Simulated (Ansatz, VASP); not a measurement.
**One calculation of CoO, two programs**

INCAR

```
PREC = Accurate ; ENCUT = 520
EDIFF = 1E-6 ; ISMEAR = 0
SIGMA = 0.05 ; LREAL = False
LASPH = True ; NELM = 150
ALGO = Normal ; ISIF = 2
LWAVE = False ; LCHARG = False
ISPIN = 2 ; MAGMOM = 3 -3 0 0
LORBIT = 11 ; LMAXMIX = 4
GGA = PE ; NBANDS = 27
```

The input KPOINTS:

```
Automatic mesh
0
Gamma
  10 10 6
```

File POSCAR:

```
CoO
1.0
    0.0000000000      2.1245315500     -2.1245315500
    0.0000000000      2.1245315500      2.1245315500
    4.2490631000      0.0000000000      0.0000000000
Co O
2 2
Direct
    0.0000000000      0.0000000000      0.0000000000
    0.5000000000      0.5000000000      0.5000000000
    0.0000000000      1.0000000000      0.5000000000
    0.5000000000      1.5000000000      1.0000000000
```

Input for Ansatz:

```yaml
crystal:
  lattice:
    - [0.0, 2.12453155, -2.12453155]
    - [0.0, 2.12453155, 2.12453155]
    - [4.2490631, 0.0, 0.0]
  atoms:
    - { symbol: Co, position: [0.0, 0.0, 0.0], spin: 3.0 }
    - { symbol: O, position: [0.0, 1.0, 0.5] }
    - { symbol: Co, position: [0.5, 0.5, 0.5], spin: -3.0 }
    - { symbol: O, position: [0.5, 1.5, 1.0] }
basis:
  ecutwfc: 420
  ecutrho_ratio: 4
kpoints:
  mp_grid: { grid: [10, 10, 6] }
hamiltonian:
  xc: pbe
scf:
  occupations: { method: gaussian, width: 0.05 }
  lower_state_search: "off"
output:
  forces: true
  stress: true
  eigenvalues: true
  populations: true
magnetization:
  spin_polarized: true
```

Alike in both runs: task single point; functional PBE; k mesh 10 × 10 × 6; occupations gaussian, width 0.05 eV; collinear spin.

```csv
,VASP,Ansatz
version,VASP 6.6.1,Ansatz 0.2.0
potentials or method,"VASP PAW PBE potentials, release 64 (Co, O), cutoff 520 eV","scalar-relativistic, plane waves, PAW"
valence electrons in the cell,30,46
```

|  | VASP | Ansatz | Ansatz less VASP |
| --- | --- | --- | --- |
| gap on the k mesh at the Fermi level (eV) | none | none | - |
| pressure (GPa) | -3.3 | -2.6 | +0.67 |
| net moment per atom (μB) | 0.00 | 0.00 | 0.000 |
| size of the moment on the site where the two differ most (μB) | 2.30 | 2.23 | -0.065 |

Site moments also hang on the region over which each program counts them. A gap of «none» marks a metal or a gap that the smearing closes. VASP's potentials hold 30 valence electrons a cell and Ansatz's 46, so a difference there can come from the potentials and not from the codes.
